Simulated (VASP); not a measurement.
# SnO2 (Cmm2) in VASP: single point with r2SCAN

Aim: the single point of SnO2 with r2SCAN.

Program: VASP 6.6.1. These are calculated values, not measurements. Logs are shortened: lines on timing, memory, paths and dates and some standing lists are left out, and cuts for length are marked.

### Step 1. The cell of the first run

Symmetry: Cmm2, No. 35, orthorhombic system. Conventional cell: a = 6.732 Å, b = 6.732 Å, c = 3.201 Å, α = 90.00°, β = 90.00°, γ = 90.00°. Sn (site symmetry mm2) has 6 O at 1.99 to 2.14 Å within 2.6 Å. Within 2.7 Å of Sn (site symmetry mm2) lie 6 O at 2.06 to 2.07 Å. O (site symmetry m) has 3 Sn at 2.06 to 2.07 Å and 1 O at 2.61 Å within 2.7 Å. O (site symmetry m) has 3 Sn at 1.99 to 2.14 Å and 1 O at 2.61 Å within 2.7 Å.

### Step 2. Single point, r2SCAN (atom 1 (Sn) moved by (+0.000, -0.100) A along x and z)

POSCAR reads:

```
SnO2
1.0
    4.7602164758      0.0000000000      0.0000000000
    0.0000000000      4.7602164758      0.0000000000
    0.0000000000      0.0000000000      3.2005650987
Sn O
2 4
Direct
    0.0000000000      0.0000000000     -0.0312444824
    0.5000000000      0.5000000000      0.5000000000
    0.3058934984      0.3058934984      0.0000000000
    0.1941065016      0.8058934984      0.5000000000
    0.6941065016      0.6941065016      0.0000000000
    0.8058934984      0.1941065016      0.5000000000
```

INCAR.step1 reads:

```
  PREC = Accurate
  ENCUT = 520
  ISMEAR = 0
  SIGMA = 0.05
  LREAL = False
  LASPH = True
  NELM = 60
  NBANDS = 35
  GGA = PE
  ALGO = Normal
  EDIFF = 1E-4
  LWAVE = True
  LCHARG = False
```

INCAR.step2 reads:

```
  PREC = Accurate
  ENCUT = 520
  EDIFF = 1E-6
  ISMEAR = 0
  SIGMA = 0.05
  LREAL = False
  LASPH = True
  NELM = 60
  ALGO = Normal
  ISIF = 2
  LWAVE = False
  LCHARG = False
  METAGGA = R2SCAN
  LMIXTAU = True
  NBANDS = 35
  ISTART = 1
```

KPOINTS reads:

```
regular mesh
0
Gamma
  6 6 8
```

Potentials or basis: VASP PAW PBE potentials, release 64 (Sn_d, O).

The run is started by

```bash
> cat potpaw_PBE.64/Sn_d/POTCAR potpaw_PBE.64/O/POTCAR > POTCAR
> cp INCAR.step1 INCAR
> mpirun -np 1 vasp_std > vasp.out
> cp INCAR.step2 INCAR
> mpirun -np 1 vasp_std > vasp.out
```

OUTCAR:

```text
PREC = Accurate
   ENCUT = 520
   EDIFF = 1E-6
   ISMEAR = 0
   LREAL = False
   LASPH = True
   NELM = 60
   ISIF = 2
   METAGGA = R2SCAN
   ISTART = 1

 ion  position               nearest neighbor table
   1  0.000  0.000  0.969-   4 1.99   6 1.99   5 2.06   3 2.06   4 2.14   6 2.14   2 3.69   2 3.69
                             2 3.69   2 3.69
   2  0.500  0.500  0.500-   4 2.06   6 2.06   5 2.07   3 2.07   3 2.07   5 2.07   1 3.69   1 3.69
                             1 3.69   1 3.69
   3  0.306  0.306  0.000-   1 2.06   2 2.07   2 2.07
   4  0.194  0.806  0.500-   1 1.99   2 2.06   1 2.14
   5  0.694  0.694  0.000-   1 2.06   2 2.07   2 2.07
   6  0.806  0.194  0.500-   1 1.99   2 2.06   1 2.14

  LATTYP: Found a simple tetragonal cell.
 ALAT       =     4.7602164758
 C/A-ratio  =     0.6723570483

  Lattice vectors:

 A1 = (   4.7602164758,   0.0000000000,   0.0000000000)
 A2 = (   0.0000000000,   4.7602164758,   0.0000000000)
 A3 = (   0.0000000000,   0.0000000000,   3.2005650987)

Analysis of symmetry for initial positions (statically):
=====================================================================
 Subroutine PRICEL returns:
 Original cell was already a primitive cell.

 Routine SETGRP: Setting up the symmetry group for a
 simple tetragonal supercell.

 Subroutine GETGRP returns: Found  4 space group operations
 (whereof  4 operations were pure point group operations)
 out of a pool of 16 trial point group operations.

The static configuration has the point symmetry C_2v.

Analysis of symmetry for dynamics (positions and initial velocities):
=====================================================================
 Subroutine PRICEL returns:
 Original cell was already a primitive cell.

 Routine SETGRP: Setting up the symmetry group for a
 simple tetragonal supercell.

 Subroutine GETGRP returns: Found  4 space group operations
 (whereof  4 operations were pure point group operations)
 out of a pool of 16 trial point group operations.

The dynamic configuration has the point symmetry C_2v.

 Subroutine INISYM returns: Found  4 space group operations
 (whereof  4 operations are pure point group operations),
 and found     1 'primitive' translations

----------------------------------------------------------------------------------------

                                     Primitive cell

  volume of cell :      72.5237

  direct lattice vectors                    reciprocal lattice vectors
     4.760216476  0.000000000  0.000000000     0.210074480  0.000000000  0.000000000
     0.000000000  4.760216476  0.000000000     0.000000000  0.210074480  0.000000000
     0.000000000  0.000000000  3.200565099     0.000000000  0.000000000  0.312444824

  length of vectors
     4.760216476  4.760216476  3.200565099     0.210074480  0.210074480  0.312444824

  position of ions in fractional coordinates (direct lattice)
     0.000000000  0.000000000  0.968755518
     0.500000000  0.500000000  0.500000000
     0.305893498  0.305893498  0.000000000
     0.194106502  0.805893498  0.500000000
     0.694106502  0.694106502  0.000000000
     0.805893498  0.194106502  0.500000000

  ion indices of the primitive-cell ions
   primitive index   ion index
                 1           1
                 2           2
                 3           3
                 4           4
                 5           5
                 6           6

----------------------------------------------------------------------------------------

 KPOINTS: regular mesh

Automatic generation of k-mesh.
 Grid dimensions read from file:
 generate k-points for:    6    6    8

 Generating k-lattice:

  Cartesian coordinates                     Fractional coordinates (reciprocal lattice)
     0.035012413  0.000000000  0.000000000     0.166666667  0.000000000  0.000000000
     0.000000000  0.035012413  0.000000000     0.000000000  0.166666667  0.000000000
     0.000000000  0.000000000  0.039055603     0.000000000  0.000000000  0.125000000

  Length of vectors
     0.035012413  0.035012413  0.039055603

  Shift w.r.t. Gamma in fractional coordinates (k-lattice)
     0.000000000  0.000000000  0.000000000

 Subroutine IBZKPT returns following result:
 ===========================================

 Found     65 irreducible k-points:

 Following reciprocal coordinates:
            Coordinates               Weight
  0.000000  0.000000  0.000000      1.000000
  0.166667  0.000000  0.000000      4.000000
  0.333333  0.000000  0.000000      4.000000
  0.500000  0.000000  0.000000      2.000000
  0.166667  0.166667  0.000000      2.000000
 -0.166667  0.166667  0.000000      2.000000
[... 16 lines left out ...]
  0.333333  0.333333  0.125000      4.000000
 -0.333333  0.333333  0.125000      4.000000
 [... further k-points ...]
   k-points           NKPTS =     65   k-points in BZ     NKDIM =     65   number of bands    NBANDS=     35
   number of dos      NEDOS =    301   number of ions     NIONS =      6
   total plane-waves  NPLWV =  31104
   dimension x,y,z NGX =    36 NGY =   36 NGZ =   24
   dimension x,y,z NGXF=    72 NGYF=   72 NGZF=   48
   ions per type =               2   4
   NGX,Y,Z   is equivalent  to a cutoff of  12.57, 12.57, 12.47 a.u.
   NGXF,Y,Z  is equivalent  to a cutoff of  25.15, 25.15, 24.93 a.u.
 SYSTEM =  unknown system
   PREC   = accura    normal or accurate (medium, high low for compatibility)
   ISTART =      1    job   : 0-new  1-cont  2-samecut
   ICHARG =      0    charge: 1-file 2-atom 10-const
   ISPIN  =      1    spin polarized calculation?
   LNONCOLLINEAR =      F non collinear calculations
   LSORBIT =      F    spin-orbit coupling
   LASPH  =      T    aspherical Exc in radial PAW
   ENCUT  =  520.0 eV  38.22 Ry    6.18 a.u.   8.85  8.85  5.95*2*pi/ulx,y,z
   NELM   =     60;   NELMIN=  2; NELMDL=  0     # of ELM steps
   EDIFF  = 0.1E-05   stopping-criterion for ELM
   LREAL  =      F    real-space projection
   EDIFFG = 0.1E-04   stopping-criterion for IOM
   NSW    =      0    number of steps for IOM
   IBRION =     -1    ionic relax: 0-MD 1-quasi-New 2-CG
   NFREE  =      0    steps in history (QN), initial steepest desc. (CG)
   ISIF   =      2    stress and relaxation
   ISYM   =      2    0-nonsym 1-usesym 2-fastsym
   POTIM  = 0.5000    time-step for ionic-motion
   TEBEG  =    0.0;   TEEND  =   0.0 temperature during run
   PSTRESS=    0.0 pullay stress
   NELECT =      52.0000    total number of electrons
   NUPDOWN=      -1.0000    fix difference up-down
   EMIN   =  10.00;   EMAX   =-10.00  energy-range for DOS
   EFERMI =   0.00;   METHOD = LEGACY
   ISMEAR =     0;   SIGMA  =   0.05  broadening in eV -4-tet -1-fermi 0-gaus
   EFERMI_NEDOS =   21; number of points for ismear=-14 and -15
   IALGO  =     38    algorithm
   IMIX   =      4    mixing-type and parameters
     AMIX     =   0.40;   BMIX     =  1.00
     AMIX_MAG =   1.60;   BMIX_MAG =  1.00
  volume/ion in A,a.u.               =      12.09        81.57
  Fermi-wavevector in a.u.,A,eV,Ry     =   1.465264  2.768948 29.211695  2.146999
  Thomas-Fermi vector in A             =   2.581142
   LORBIT       =      0    0 simple, 1 ext, 2 COOP (PROOUT), +10 PAW based schemes
   METAGGA = R2SCAN    functional components
   LHFCALC =     F    Hartree Fock is set to
   AEXX    =    0.0000 exact exchange contribution
   IVDW    =     0    specifies the selected vdW correction
   LEPSILON=     F    determine dielectric tensor
   LRPA    =     F    only Hartree local field effects (RPA)
 non-spin polarized calculation
 Gauss-broadening in eV      SIGMA  =   0.05
  energy-cutoff  :      520.00
  volume of cell :       72.52
 maximum number of plane-waves:      1992
   NGX = 17   NGY = 17   NGZ = 11

 number of electron      51.9999986 magnetization

 Free energy of the ion-electron system (eV)
  ---------------------------------------------------
  ext. energy  EPLUGINS =         0.00000000
  ---------------------------------------------------
  free energy    TOTEN  =       -84.52516637 eV

  energy without entropy =      -84.52516637  energy(sigma->0) =      -84.52516637

 E-fermi :   5.8332     XC(G=0): -11.9670

 val. band max:        5.5467170909   @ k =   0.0000   0.0000   0.0000
 cond. band min:       7.3404961162   @ k =   0.0000   0.0000   0.0000
 fundamental gap:      1.7937790253
 Fermi energy:         5.8331786319

 k-point     1 :       0.0000    0.0000    0.0000
  band No.  band energies     occupation
      1     -16.1874      2.00000
      2     -15.2727      2.00000
      3     -15.0539      2.00000
      4     -14.9696      2.00000
      5     -14.9452      2.00000
      6     -14.8957      2.00000
[... 27 lines left out ...]
     34      18.6589      0.00000
     35      19.0064      0.00000

 k-point     2 :       0.1667    0.0000    0.0000
  band No.  band energies     occupation
      1     -16.1408      2.00000
      2     -15.3361      2.00000
      3     -15.0695      2.00000
      4     -14.9682      2.00000
      5     -14.9433      2.00000
      6     -14.9167      2.00000
[... 27 lines left out ...]
     34      18.6232      0.00000
     35      18.9407      0.00000

 k-point     3 :       0.3333    0.0000    0.0000
  band No.  band energies     occupation
      1     -16.0046      2.00000
      2     -15.5398      2.00000
      3     -15.0793      2.00000
      4     -14.9652      2.00000
      5     -14.9487      2.00000
      6     -14.9254      2.00000
[... 27 lines left out ...]
     34      18.6239      0.00000
     35      18.8785      0.00000
[... 723 lines left out ...]
 k-point    23 :       0.3333    0.3333    0.1250
  band No.  band energies     occupation
      1     -15.9031      2.00000
      2     -15.6804      2.00000
      3     -15.2358      2.00000
      4     -15.1518      2.00000
      5     -14.9081      2.00000
      6     -14.8838      2.00000
[... 27 lines left out ...]
     34      18.7250      0.00000
     35      18.7911      0.00000

 k-point    24 :      -0.3333    0.3333    0.1250
  band No.  band energies     occupation
      1     -15.8907      2.00000
      2     -15.7070      2.00000
      3     -15.2088      2.00000
      4     -15.1626      2.00000
      5     -14.9034      2.00000
      6     -14.8877      2.00000
[... 27 lines left out ...]
     34      18.7283      0.00000
     35      18.8110      0.00000

 [... further k-points ...]

------------------------ aborting loop because EDIFF is reached ----------------------------------------

  FORCE on cell =-STRESS in cart. coord.  units (eV):
  Direction    XX          YY          ZZ          XY          YZ          ZX
  --------------------------------------------------------------------------------------
  -------------------------------------------------------------------------------------
  Total        0.7015143      0.7015143      1.2270299     -0.3625422      0.0000000      0.0000000
  in kB       15.4976921     15.4976921     27.1072614     -8.0091992      0.0000000      0.0000000
  external PRESSURE =      19.3675485 kB  Pullay stress =       0.0000000 kB

 VOLUME and BASIS-vectors are now :
 -----------------------------------------------------------------------------
  energy-cutoff  :      520.00
  volume of cell :       72.52
      direct lattice vectors                 reciprocal lattice vectors
     4.760216476  0.000000000  0.000000000     0.210074480  0.000000000  0.000000000
     0.000000000  4.760216476  0.000000000     0.000000000  0.210074480  0.000000000
     0.000000000  0.000000000  3.200565099     0.000000000  0.000000000  0.312444824

 POSITION                                       TOTAL-FORCE (eV/Angst)
 -----------------------------------------------------------------------------------
      0.00000      0.00000      3.10057         0.000000      0.000000      2.108316
      2.38011      2.38011      1.60028         0.000000      0.000000     -0.026792
      1.45612      1.45612      0.00000        -0.035873     -0.035873     -0.041406
      0.92399      3.83623      1.60028         0.194048     -0.194048     -0.999356
      3.30410      3.30410      0.00000         0.035873      0.035873     -0.041406
      3.83623      0.92399      1.60028        -0.194048      0.194048     -0.999356
 -----------------------------------------------------------------------------------
    total drift:                               -0.000000     -0.000000      0.000873

  FREE ENERGIE OF THE ION-ELECTRON SYSTEM (eV)
  ---------------------------------------------------
  free  energy   TOTEN  =       -84.5251663659 eV

  energy  without entropy=      -84.5251663659  energy(sigma->0) =      -84.52516637
```

It took 2.9 min on 1 thread of Intel Xeon 6975P-C (Granite Rapids), shared host; peak memory 0.26 GiB.

Results:

* Free energy: -84.5252 eV
* Pressure: 1.9 GPa
* Largest force: 2.108 eV/Å
* Band gap on the k mesh: 1.79 eV

Forces in eV/Å, atoms in the order of the input:
```
Sn   0.000  0.000  2.108
Sn   0.000  0.000 -0.027
O   -0.036 -0.036 -0.041
O    0.194 -0.194 -0.999
O    0.036  0.036 -0.041
O   -0.194  0.194 -0.999
```

Levels at points of the mesh, in eV from the valence-band top:
```
           k point  band 22  band 23  band 24  band 25  band 26  band 27  band 28  band 29  band 30  band 31
(0.00, 0.00, 0.00)    -1.22    -1.21    -0.77    -0.76     0.00     1.79     6.77     7.05     7.11    11.07
(0.50, 0.00, 0.00)    -1.97    -1.17    -1.15    -0.62    -0.62     4.98     5.01     7.79     7.87    11.84
(0.50, 0.50, 0.00)    -1.95    -1.30    -1.28    -0.93    -0.91     5.40     5.45     8.22     8.27    11.93
(0.00, 0.00, 0.50)    -2.56    -1.67    -1.65    -1.27    -1.25     6.84     6.89    10.48    10.58    11.50
(0.50, 0.00, 0.50)    -1.72    -1.11    -1.10    -0.69    -0.68     7.12     7.15     8.86     8.87    11.94
(0.50, 0.50, 0.50)    -2.32    -0.96    -0.94    -0.86    -0.84     5.51     5.54     9.65     9.67    11.91
```

Caveat: the cell differs from its parent crystal (atom 1 (Sn) moved by (+0.000, -0.100) A along x and z); the PAW data sets were made with another functional, which shifts forces and pressure a little; spin-orbit coupling is left out, which moves the levels of the heavy elements.
